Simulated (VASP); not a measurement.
# La (P6_3/mmc) in VASP: a series of runs, part 2 of 2

VASP 6.6.1.

## 4. Single point, PBE

This run uses another cell than the first one, of 38.16 Å³/atom.

INCAR

```
SYSTEM = La
PREC = Accurate ; ENCUT = 520
EDIFF = 1E-6 ; ISMEAR = -1
SIGMA = 0.05 ; LREAL = .False.
LASPH = .True. ; NELM = 60
ALGO = Normal ; ISIF = 2
LWAVE = .False. ; LCHARG = .False.
GGA = PE ; NBANDS = 30
```

KPOINTS

```
Automatic mesh
0
Gamma
  8 8 3
  0 0 0
```

POSCAR

```
La
1.0
    3.7949676150      0.0000000000      0.0000000000
   -1.8974838075      3.2865383612      0.0000000000
    0.0000000000      0.0000000000     12.2395255255
La
4
Direct
    0.6666666667      0.3333333333      0.2500000000
    0.3333333333      0.6666666667      0.7500000000
    0.0000000000      0.0000000000      0.5000000000
    0.0000000000      0.0000000000      0.0000000000
```

Potentials or basis: VASP PAW PBE potentials, release 64 (La).

The run is started by

```bash
$ cat potpaw_PBE.64/La/POTCAR > POTCAR
$ mpirun -np 1 vasp_std > vasp.out
```

OUTCAR:

```text
SYSTEM = La
   PREC = Accurate
   ENCUT = 520
   EDIFF = 1E-6
   ISMEAR = -1
   LREAL = .False.
   LASPH = .True.
   NELM = 60
   ISIF = 2
   GGA = PE

 ion  position               nearest neighbor table
   1  0.667  0.333  0.250-
   2  0.333  0.667  0.750-
   3  0.000  0.000  0.500-
   4  0.000  0.000  0.000-

  LATTYP: Found a hexagonal cell.
 ALAT       =     3.7949676150
 C/A-ratio  =     3.2251989390

  Lattice vectors:

 A1 = (   3.7949676150,   0.0000000000,   0.0000000000)
 A2 = (  -1.8974838075,   3.2865383612,   0.0000000000)
 A3 = (   0.0000000000,   0.0000000000,  12.2395255255)

Analysis of symmetry for initial positions (statically):
=====================================================================
 Subroutine PRICEL returns:
 Original cell was already a primitive cell.

 Routine SETGRP: Setting up the symmetry group for a
 hexagonal supercell.

 Subroutine GETGRP returns: Found 24 space group operations
 (whereof 12 operations were pure point group operations)
 out of a pool of 24 trial point group operations.

The static configuration has the point symmetry D_3d.
 The point group associated with its full space group is D_6h.

Analysis of symmetry for dynamics (positions and initial velocities):
=====================================================================
 Subroutine PRICEL returns:
 Original cell was already a primitive cell.

 Routine SETGRP: Setting up the symmetry group for a
 hexagonal supercell.

 Subroutine GETGRP returns: Found 24 space group operations
 (whereof 12 operations were pure point group operations)
 out of a pool of 24 trial point group operations.

The dynamic configuration has the point symmetry D_3d.
 The point group associated with its full space group is D_6h.

 Subroutine INISYM returns: Found 24 space group operations
 (whereof 12 operations are pure point group operations),
 and found     1 'primitive' translations

----------------------------------------------------------------------------------------

                                     Primitive cell

  volume of cell :     152.6551

  direct lattice vectors                    reciprocal lattice vectors
     3.794967615  0.000000000  0.000000000     0.263506860  0.152135757  0.000000000
    -1.897483808  3.286538361  0.000000000     0.000000000  0.304271513  0.000000000
     0.000000000  0.000000000 12.239525525     0.000000000  0.000000000  0.081702514

  length of vectors
     3.794967615  3.794967615 12.239525525     0.304271513  0.304271513  0.081702514

  position of ions in fractional coordinates (direct lattice)
     0.666666667  0.333333333  0.250000000
     0.333333333  0.666666667  0.750000000
     0.000000000  0.000000000  0.500000000
     0.000000000  0.000000000  0.000000000

  ion indices of the primitive-cell ions
   primitive index   ion index
                 1           1
                 2           2
                 3           3
                 4           4

----------------------------------------------------------------------------------------

 KPOINTS: Automatic mesh

Automatic generation of k-mesh.
 Grid dimensions read from file:
 generate k-points for:    8    8    3

 Generating k-lattice:

  Cartesian coordinates                     Fractional coordinates (reciprocal lattice)
     0.032938357  0.019016970  0.000000000     0.125000000  0.000000000  0.000000000
     0.000000000  0.038033939  0.000000000     0.000000000  0.125000000  0.000000000
     0.000000000  0.000000000  0.027234171     0.000000000  0.000000000  0.333333333

  Length of vectors
     0.038033939  0.038033939  0.027234171

  Shift w.r.t. Gamma in fractional coordinates (k-lattice)
     0.000000000  0.000000000  0.000000000

 Subroutine IBZKPT returns following result:
 ===========================================

 Found     20 irreducible k-points:

 Following reciprocal coordinates:
            Coordinates               Weight
  0.000000  0.000000  0.000000      1.000000
  0.125000  0.000000  0.000000      6.000000
  0.250000  0.000000  0.000000      6.000000
  0.375000  0.000000  0.000000      6.000000
  0.500000  0.000000  0.000000      3.000000
  0.125000  0.125000  0.000000      6.000000
[... 12 lines left out ...]
  0.250000  0.250000  0.333333     12.000000
  0.375000  0.250000  0.333333     12.000000
   k-points           NKPTS =     20   k-points in BZ     NKDIM =     20   number of bands    NBANDS=     30
   number of dos      NEDOS =    301   number of ions     NIONS =      4
   total plane-waves  NPLWV =  75264
   dimension x,y,z NGX =    28 NGY =   28 NGZ =   96
   dimension x,y,z NGXF=    56 NGYF=   56 NGZF=  192
   ions per type =               4
   NGX,Y,Z   is equivalent  to a cutoff of  12.27, 12.27, 13.04 a.u.
   NGXF,Y,Z  is equivalent  to a cutoff of  24.53, 24.53, 26.08 a.u.
 SYSTEM =  La
   PREC   = accura    normal or accurate (medium, high low for compatibility)
   ISTART =      0    job   : 0-new  1-cont  2-samecut
   ICHARG =      2    charge: 1-file 2-atom 10-const
   ISPIN  =      1    spin polarized calculation?
   LNONCOLLINEAR =      F non collinear calculations
   LSORBIT =      F    spin-orbit coupling
   LASPH  =      T    aspherical Exc in radial PAW
   ENCUT  =  520.0 eV  38.22 Ry    6.18 a.u.   7.06  7.06 22.76*2*pi/ulx,y,z
   NELM   =     60;   NELMIN=  2; NELMDL= -5     # of ELM steps
   EDIFF  = 0.1E-05   stopping-criterion for ELM
   LREAL  =      F    real-space projection
   EDIFFG = 0.1E-04   stopping-criterion for IOM
   NSW    =      0    number of steps for IOM
   IBRION =     -1    ionic relax: 0-MD 1-quasi-New 2-CG
   NFREE  =      0    steps in history (QN), initial steepest desc. (CG)
   ISIF   =      2    stress and relaxation
   ISYM   =      2    0-nonsym 1-usesym 2-fastsym
   POTIM  = 0.5000    time-step for ionic-motion
   TEBEG  =    0.0;   TEEND  =   0.0 temperature during run
   PSTRESS=    0.0 pullay stress
   NELECT =      44.0000    total number of electrons
   NUPDOWN=      -1.0000    fix difference up-down
   EMIN   =  10.00;   EMAX   =-10.00  energy-range for DOS
   EFERMI =   0.00;   METHOD = LEGACY
   ISMEAR =    -1;   SIGMA  =   0.05  broadening in eV -4-tet -1-fermi 0-gaus
   EFERMI_NEDOS =   21; number of points for ismear=-14 and -15
   IALGO  =     38    algorithm
   IMIX   =      4    mixing-type and parameters
     AMIX     =   0.40;   BMIX     =  1.00
     AMIX_MAG =   1.60;   BMIX_MAG =  1.00
  volume/ion in A,a.u.               =      38.16       257.54
  Fermi-wavevector in a.u.,A,eV,Ry     =   1.081406  2.043560 15.911170  1.169438
  Thomas-Fermi vector in A             =   2.217421
   LORBIT       =      0    0 simple, 1 ext, 2 COOP (PROOUT), +10 PAW based schemes
   GGA     = PE    functional components
   LHFCALC =     F    Hartree Fock is set to
   AEXX    =    0.0000 exact exchange contribution
   IVDW    =     0    specifies the selected vdW correction
   LEPSILON=     F    determine dielectric tensor
   LRPA    =     F    only Hartree local field effects (RPA)
 non-spin polarized calculation
  energy-cutoff  :      520.00
  volume of cell :      152.66
 maximum number of plane-waves:      4132
   NGX = 15   NGY = 15   NGZ = 45

 number of electron      44.0000001 magnetization

 Free energy of the ion-electron system (eV)
  ---------------------------------------------------
  ext. energy  EPLUGINS =         0.00000000
  ---------------------------------------------------
  free energy    TOTEN  =       -19.56699239 eV

  energy without entropy =      -19.51471375  energy(sigma->0) =      -19.54085307

 E-fermi :   7.6189     XC(G=0):  -9.4517

 val. band max:        7.6094451539   @ k =   0.3750   0.2500   0.3333
 cond. band min:       7.6213481908   @ k =   0.1250   0.1250   0.0000
 fundamental gap:      0.0119030369
 Fermi energy:         7.6188578970

 k-point     1 :       0.0000    0.0000    0.0000
  band No.  band energies     occupation
      1     -25.3045      2.00000
      2     -25.2181      2.00000
      3     -25.2095      2.00000
      4     -25.1203      2.00000
      5      -9.6388      2.00000
      6      -9.0307      2.00000
[... 649 lines left out ...]
     29       9.1705      0.00000
     30       9.1851      0.00000

------------------------ aborting loop because EDIFF is reached ----------------------------------------

  FORCE on cell =-STRESS in cart. coord.  units (eV):
  Direction    XX          YY          ZZ          XY          YZ          ZX
  --------------------------------------------------------------------------------------
  -------------------------------------------------------------------------------------
  Total       -0.5993205     -0.5993205     -0.6184793      0.0000000     -0.0000000     -0.0000000
  in kB       -6.2901113     -6.2901113     -6.4911915      0.0000000     -0.0000000     -0.0000000
  external PRESSURE =      -6.3571380 kB  Pullay stress =       0.0000000 kB

 VOLUME and BASIS-vectors are now :
 -----------------------------------------------------------------------------
  energy-cutoff  :      520.00
  volume of cell :      152.66
      direct lattice vectors                 reciprocal lattice vectors
     3.794967615  0.000000000  0.000000000     0.263506860  0.152135757  0.000000000
    -1.897483808  3.286538361  0.000000000     0.000000000  0.304271513  0.000000000
     0.000000000  0.000000000 12.239525525     0.000000000  0.000000000  0.081702514

 POSITION                                       TOTAL-FORCE (eV/Angst)
 -----------------------------------------------------------------------------------
      1.89748      1.09551      3.05988         0.000000     -0.000000      0.000000
     -0.00000      2.19103      9.17964        -0.000000      0.000000     -0.000000
      0.00000      0.00000      6.11976        -0.000000      0.000000     -0.000000
      0.00000      0.00000      0.00000        -0.000000      0.000000     -0.000000
 -----------------------------------------------------------------------------------
    total drift:                               -0.000000      0.000000      0.000000

  FREE ENERGIE OF THE ION-ELECTRON SYSTEM (eV)
  ---------------------------------------------------
  free  energy   TOTEN  =       -19.5669923866 eV

  energy  without entropy=      -19.5147137534  energy(sigma->0) =      -19.54085307
```

stdout:

```text
POSCAR found type information on POSCAR La
 POSCAR found :  1 types and       4 ions
 scaLAPACK will be used
 LDA part: xc-table for (Slater+PW92), standard interpolation
 POSCAR, INCAR and KPOINTS ok, starting setup
 FFT: planning ... GRIDC
 FFT: planning ... GRID_SOFT
 FFT: planning ... GRID
 WAVECAR not read
 entering main loop
```

Run time: 61 s. Hardware: 1 thread of Intel Xeon 6975P-C (Granite Rapids), shared host; peak memory 0.28 GiB.

Results:

```yaml
Free_energy: -19.5670 eV
Pressure: -0.6 GPa
Band_gap_on_the_k_mesh: zero (bands 22 and 23 overlap by 1.17 eV)
```

Caveat: spin-orbit coupling is left out, which moves the levels of the heavy elements.

## 5. Overview

```tsv
cell	gap on the mesh (eV)	pressure (GPa)
a = 3.745, b = 3.745, c = 12.077 Å, angles 90.0, 90.0, 120.0°, 4 atoms	none	0.4
a = 3.770, b = 3.770, c = 12.159 Å, angles 90.0, 90.0, 120.0°, 4 atoms	none	-0.2
a = 3.795, b = 3.795, c = 12.240 Å, angles 90.0, 90.0, 120.0°, 4 atoms	none	-0.6
```

Alike in all rows: task single point; level PBE; potentials or basis VASP PAW PBE potentials, release 64 (La); no spin polarisation; k mesh 8 × 8 × 3; cutoff (eV) 520; smearing fermi-dirac 0.05 eV.

Caveats: spin-orbit coupling is left out, which moves the levels of the heavy elements.

Total energies depend on the potentials used, so only differences within one code and one set of settings carry meaning.
